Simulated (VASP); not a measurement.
# Al (Fm-3m) in VASP: single point with LDA

Aim: the single point of Al with LDA.

Everything below comes from runs of VASP 6.6.1. Logs are shortened: lines on timing, memory, paths and dates and some standing lists are left out, and cuts for length are marked.

### Step 1. The cell of the first run

The structure is cubic, space group Fm-3m (No. 225). The conventional cell has a = 3.984 Å, b = 3.984 Å, c = 3.984 Å, α = 90.00°, β = 90.00°, γ = 90.00°. Within 3.7 Å of Al (site symmetry m-3m) lie 12 Al at 2.82 Å.

### Step 2. Single point, LDA

Input file INCAR:

```
SYSTEM = Al
ALGO     = Normal         ! electronic algorithm
EDIFF    = 1E-6           ! SCF threshold, eV
ENCUT    = 500            ! plane-wave cutoff, eV
GGA      = CA             ! functional
GGA_COMPAT= .False.      
ISIF     = 2              ! what is computed and relaxed
ISMEAR   = 0              ! smearing method
LASPH    = .True.         ! aspherical terms in the spheres
LCHARG   = .True.         ! write CHGCAR
LELF     = .True.         ! ELF
LREAL    = .False.        ! projectors in reciprocal space
LVHAR    = .True.       
LWAVE    = .False.        ! write WAVECAR
NBANDS   = 8              ! bands
NELM     = 120            ! most SCF steps
PREC     = Accurate       ! precision mode
SIGMA    = 0.1            ! smearing width, eV
```

Input file KPOINTS:

```
k-points
0
Gamma
  18 18 18
  0 0 0
```

Input file POSCAR:

```
Al
1.0
    0.0000000000      1.9917798318      1.9917798318
    1.9917798318      0.0000000000      1.9917798318
    1.9917798318      1.9917798318      0.0000000000
Al
1
Direct
    0.0000000000      0.0000000000      0.0000000000
```

Potentials or basis: VASP PAW LDA potentials, release 64 (Al).

Run with:

```bash
cat potpaw_LDA.64/Al/POTCAR > POTCAR
mpirun -np 1 vasp_std > vasp.out
```

OUTCAR:

```text
SYSTEM = Al
   EDIFF = 1E-6
   ENCUT = 500
   GGA = CA
   ISIF = 2
   ISMEAR = 0
   LASPH = .True.
   LREAL = .False.
   NELM = 120
   PREC = Accurate

 ion  position               nearest neighbor table
   1  0.000  0.000  0.000-

  LATTYP: Found a face centered cubic cell.
 ALAT       =     3.9835596636

  Lattice vectors:

 A1 = (   0.0000000000,   1.9917798318,   1.9917798318)
 A2 = (   1.9917798318,   0.0000000000,   1.9917798318)
 A3 = (   1.9917798318,   1.9917798318,   0.0000000000)

Analysis of symmetry for initial positions (statically):
=====================================================================
 Subroutine PRICEL returns:
 Original cell was already a primitive cell.

 Routine SETGRP: Setting up the symmetry group for a
 face centered cubic supercell.

 Subroutine GETGRP returns: Found 48 space group operations
 (whereof 48 operations were pure point group operations)
 out of a pool of 48 trial point group operations.

The static configuration has the point symmetry O_h .

Analysis of symmetry for dynamics (positions and initial velocities):
=====================================================================
 Subroutine PRICEL returns:
 Original cell was already a primitive cell.

 Routine SETGRP: Setting up the symmetry group for a
 face centered cubic supercell.

 Subroutine GETGRP returns: Found 48 space group operations
 (whereof 48 operations were pure point group operations)
 out of a pool of 48 trial point group operations.

The dynamic configuration has the point symmetry O_h .

 Subroutine INISYM returns: Found 48 space group operations
 (whereof 48 operations are pure point group operations),
 and found     1 'primitive' translations

----------------------------------------------------------------------------------------

                                     Primitive cell

  volume of cell :      15.8035

  direct lattice vectors                    reciprocal lattice vectors
     0.000000000  1.991779832  1.991779832    -0.251031762  0.251031762  0.251031762
     1.991779832  0.000000000  1.991779832     0.251031762 -0.251031762  0.251031762
     1.991779832  1.991779832  0.000000000     0.251031762  0.251031762 -0.251031762

  length of vectors
     2.816802051  2.816802051  2.816802051     0.434799765  0.434799765  0.434799765

  position of ions in fractional coordinates (direct lattice)
     0.000000000  0.000000000  0.000000000

  ion indices of the primitive-cell ions
   primitive index   ion index
                 1           1

----------------------------------------------------------------------------------------

 KPOINTS: k-points

Automatic generation of k-mesh.
 Grid dimensions read from file:
 generate k-points for:   18   18   18

 Generating k-lattice:

  Cartesian coordinates                     Fractional coordinates (reciprocal lattice)
    -0.013946209  0.013946209  0.013946209     0.055555556  0.000000000  0.000000000
     0.013946209 -0.013946209  0.013946209     0.000000000  0.055555556  0.000000000
     0.013946209  0.013946209 -0.013946209     0.000000000  0.000000000  0.055555556

  Length of vectors
     0.024155543  0.024155543  0.024155543

  Shift w.r.t. Gamma in fractional coordinates (k-lattice)
     0.000000000  0.000000000  0.000000000

 Subroutine IBZKPT returns following result:
 ===========================================

 Found    195 irreducible k-points:

 Following reciprocal coordinates:
            Coordinates               Weight
  0.000000  0.000000  0.000000      1.000000
  0.055556  0.000000  0.000000      8.000000
  0.111111  0.000000  0.000000      8.000000
  0.166667  0.000000  0.000000      8.000000
  0.222222  0.000000  0.000000      8.000000
  0.277778  0.000000  0.000000      8.000000
[... 16 lines left out ...]
 -0.277778  0.055556  0.000000     24.000000
 -0.222222  0.055556  0.000000     24.000000
 [... further k-points ...]
   k-points           NKPTS =    195   k-points in BZ     NKDIM =    195   number of bands    NBANDS=      8
   number of dos      NEDOS =    301   number of ions     NIONS =      1
   total plane-waves  NPLWV =  13824
   dimension x,y,z NGX =    24 NGY =   24 NGZ =   24
   dimension x,y,z NGXF=    48 NGYF=   48 NGZF=   48
   ions per type =               1
   NGX,Y,Z   is equivalent  to a cutoff of  14.16, 14.16, 14.16 a.u.
   NGXF,Y,Z  is equivalent  to a cutoff of  28.33, 28.33, 28.33 a.u.
 SYSTEM =  Al
   PREC   = accura    normal or accurate (medium, high low for compatibility)
   ISTART =      0    job   : 0-new  1-cont  2-samecut
   ICHARG =      2    charge: 1-file 2-atom 10-const
   ISPIN  =      1    spin polarized calculation?
   LNONCOLLINEAR =      F non collinear calculations
   LSORBIT =      F    spin-orbit coupling
   LASPH  =      T    aspherical Exc in radial PAW
   ENCUT  =  500.0 eV  36.75 Ry    6.06 a.u.   5.14  5.14  5.14*2*pi/ulx,y,z
   NELM   =    120;   NELMIN=  2; NELMDL= -5     # of ELM steps
   EDIFF  = 0.1E-05   stopping-criterion for ELM
   LREAL  =      F    real-space projection
   EDIFFG = 0.1E-04   stopping-criterion for IOM
   NSW    =      0    number of steps for IOM
   IBRION =     -1    ionic relax: 0-MD 1-quasi-New 2-CG
   NFREE  =      0    steps in history (QN), initial steepest desc. (CG)
   ISIF   =      2    stress and relaxation
   ISYM   =      2    0-nonsym 1-usesym 2-fastsym
   POTIM  = 0.5000    time-step for ionic-motion
   TEBEG  =    0.0;   TEEND  =   0.0 temperature during run
   PSTRESS=    0.0 pullay stress
   NELECT =       3.0000    total number of electrons
   NUPDOWN=      -1.0000    fix difference up-down
   EMIN   =  10.00;   EMAX   =-10.00  energy-range for DOS
   EFERMI =   0.00;   METHOD = LEGACY
   ISMEAR =     0;   SIGMA  =   0.10  broadening in eV -4-tet -1-fermi 0-gaus
   EFERMI_NEDOS =   21; number of points for ismear=-14 and -15
   IALGO  =     38    algorithm
   IMIX   =      4    mixing-type and parameters
     AMIX     =   0.40;   BMIX     =  1.00
     AMIX_MAG =   1.60;   BMIX_MAG =  1.00
  volume/ion in A,a.u.               =      15.80       106.65
  Fermi-wavevector in a.u.,A,eV,Ry     =   0.940872  1.777990 12.044425  0.885240
  Thomas-Fermi vector in A             =   2.068327
   LORBIT       =      0    0 simple, 1 ext, 2 COOP (PROOUT), +10 PAW based schemes
   GGA     = CA    functional components
   LHFCALC =     F    Hartree Fock is set to
   AEXX    =    0.0000 exact exchange contribution
   IVDW    =     0    specifies the selected vdW correction
   LEPSILON=     F    determine dielectric tensor
   LRPA    =     F    only Hartree local field effects (RPA)
 non-spin polarized calculation
 Gauss-broadening in eV      SIGMA  =   0.10
  energy-cutoff  :      500.00
  volume of cell :       15.80
 maximum number of plane-waves:       412
 NGX is ok and might be reduce to    24
   NGX = 11   NGY = 11   NGZ = 11

 number of electron       3.0000000 magnetization

 Free energy of the ion-electron system (eV)
  ---------------------------------------------------
  ext. energy  EPLUGINS =         0.00000000
  ---------------------------------------------------
  free energy    TOTEN  =        -4.19015828 eV

  energy without entropy =       -4.18717028  energy(sigma->0) =       -4.18866428

 E-fermi :   8.2376     XC(G=0): -10.5042

 val. band max:        8.2194555141   @ k =  -0.2778   0.2778   0.0556
 cond. band min:       8.2445441720   @ k =  -0.4444   0.3333   0.1111
 fundamental gap:      0.0250886579
 Fermi energy:         8.2375985341

 k-point     1 :       0.0000    0.0000    0.0000
  band No.  band energies     occupation
      1      -3.1542      2.00000
      2      21.0527      0.00000
      3      21.0527      0.00000
      4      21.0527      0.00000
      5      22.7083      0.00000
      6      22.7083      0.00000
      7      22.7083      0.00000
      8      25.1751      0.00000

 k-point     2 :       0.0556    0.0000    0.0000
  band No.  band energies     occupation
      1      -3.0681      2.00000
      2      19.5498      0.00000
      3      20.7588      0.00000
      4      20.7588      0.00000
      5      23.1353      0.00000
      6      23.1353      0.00000
      7      23.2800      0.00000
      8      26.0522      0.00000

 k-point     3 :       0.1111    0.0000    0.0000
  band No.  band energies     occupation
      1      -2.8100      2.00000
      2      17.2979      0.00000
      3      20.2580      0.00000
      4      20.2580      0.00000
      5      23.3639      0.00000
      6      24.0043      0.00000
      7      24.0043      0.00000
      8      26.4605      0.00000

 k-point     4 :       0.1667    0.0000    0.0000
  band No.  band energies     occupation
      1      -2.3810      2.00000
      2      15.0213      0.00000
      3      19.8148      0.00000
      4      19.8148      0.00000
      5      23.2088      0.00000
      6      24.5956      0.00000
      7      24.5956      0.00000
      8      25.8307      0.00000

 k-point     5 :       0.2222    0.0000    0.0000
  band No.  band energies     occupation
      1      -1.7827      2.00000
      2      12.8185      0.00000
      3      19.4876      0.00000
      4      19.4876      0.00000
      5      23.0409      0.00000
      6      23.7930      0.00000
      7      23.7930      0.00000
      8      26.8010      0.00000
[... 177 lines left out ...]
 k-point    22 :      -0.3333    0.0556    0.0000
  band No.  band energies     occupation
      1       0.3326      2.00000
      2       8.1916      1.48436
      3      17.5461      0.00000
      4      20.4486      0.00000
      5      20.5253      0.00000
      6      21.9932      0.00000
      7      23.6281      0.00000
      8      26.5749      0.00000

 k-point    23 :      -0.2778    0.0556    0.0000
  band No.  band energies     occupation
      1      -0.6504      2.00000
      2      10.1160      0.00000
      3      17.5638      0.00000
      4      20.4853      0.00000
      5      21.3819      0.00000
      6      22.8735      0.00000
      7      23.5725      0.00000
      8      27.3797      0.00000

 k-point    24 :      -0.2222    0.0556    0.0000
  band No.  band energies     occupation
      1      -1.4704      2.00000
      2      12.1650      0.00000
      3      17.7278      0.00000
      4      20.6217      0.00000
      5      22.3911      0.00000
      6      23.5558      0.00000
      7      23.9371      0.00000
      8      26.1657      0.00000

 [... further k-points ...]
[... 5 lines left out ...]
  --------------------------------------------------------------------------------------
  -------------------------------------------------------------------------------------
  Total        0.0072405      0.0072405      0.0072405      0.0000000      0.0000000      0.0000000
  in kB        0.7340462      0.7340462      0.7340462      0.0000000      0.0000000      0.0000000
  external PRESSURE =       0.7340462 kB  Pullay stress =       0.0000000 kB

 VOLUME and BASIS-vectors are now :
 -----------------------------------------------------------------------------
  energy-cutoff  :      500.00
  volume of cell :       15.80
      direct lattice vectors                 reciprocal lattice vectors
     0.000000000  1.991779832  1.991779832    -0.251031762  0.251031762  0.251031762
     1.991779832  0.000000000  1.991779832     0.251031762 -0.251031762  0.251031762
     1.991779832  1.991779832  0.000000000     0.251031762  0.251031762 -0.251031762

 POSITION                                       TOTAL-FORCE (eV/Angst)
 -----------------------------------------------------------------------------------
      0.00000      0.00000      0.00000         0.000000      0.000000      0.000000
 -----------------------------------------------------------------------------------
    total drift:                                0.000000     -0.000000     -0.000000

  FREE ENERGIE OF THE ION-ELECTRON SYSTEM (eV)
  ---------------------------------------------------
  free  energy   TOTEN  =        -4.1901582751 eV

  energy  without entropy=       -4.1871702808  energy(sigma->0) =       -4.18866428
```

Run time: 11 s. Hardware: 1 thread of Intel Xeon Platinum 8259CL at 2.50GHz (Skylake/Cascade Lake), shared host; peak memory 0.13 GiB.

What came out:

```yaml
Free_energy: -4.1902 eV
Pressure: 0.1 GPa
Band_gap_on_the_k_mesh: zero (an odd number of electrons rules out a gap without spin polarisation)
```

Levels at points of the mesh, in eV from the Fermi level:
| k point | band 1 | band 2 | band 3 | band 4 | band 5 |
| --- | --- | --- | --- | --- | --- |
| (0.00, 0.00, 0.00) | -11.39 | 12.82 | 12.82 | 12.82 | 14.47 |
| (0.50, 0.00, 0.00) | -4.71 | -4.44 | 11.64 | 11.64 | 11.71 |
| (0.50, 0.50, 0.00) | -2.99 | -1.61 | 5.31 | 5.75 | 5.75 |

The gap in the log of VASP goes by the Fermi energy; the results here count the filled bands.